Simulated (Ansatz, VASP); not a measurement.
PbSe in VASP and in Ansatz

```xyz
2
Lattice="0.0000 3.0424 3.0424 3.0424 0.0000 3.0424 3.0424 3.0424 0.0000" Properties=species:S:1:pos:R:3 pbc="T T T"
Pb    0.0000    0.0000    0.0000
Se    3.0424    3.0424    3.0424
```

Alike in both runs: task single point; functional PBE; dispersion D3(BJ); k mesh 10 × 10 × 10; occupations gaussian, width 0.03 eV; no spin polarisation.

|  | VASP | Ansatz |
| --- | --- | --- |
| version | VASP 6.6.1 | Ansatz 0.2.0 |
| potentials or method | VASP PAW PBE potentials, release 64 (Pb_d, Se), cutoff 520 eV | scalar-relativistic, plane waves, PAW |
| valence electrons in the cell | 20 | 30 |

Ansatz gave:

```
gap on the k mesh at the Fermi level (eV) : 0.22
least direct gap on the mesh (eV)         : 0.22
pressure (GPa)                            : 1.3
```

Question: What did VASP give for the same quantities?

Answer: gap on the k mesh at the Fermi level (eV): 0.23; least direct gap on the mesh (eV): 0.23; pressure (GPa): 1.3.

VASP's potentials hold 20 valence electrons a cell and Ansatz's 30, so a difference there can come from the potentials and not from the codes.

Spin-orbit coupling is off throughout.
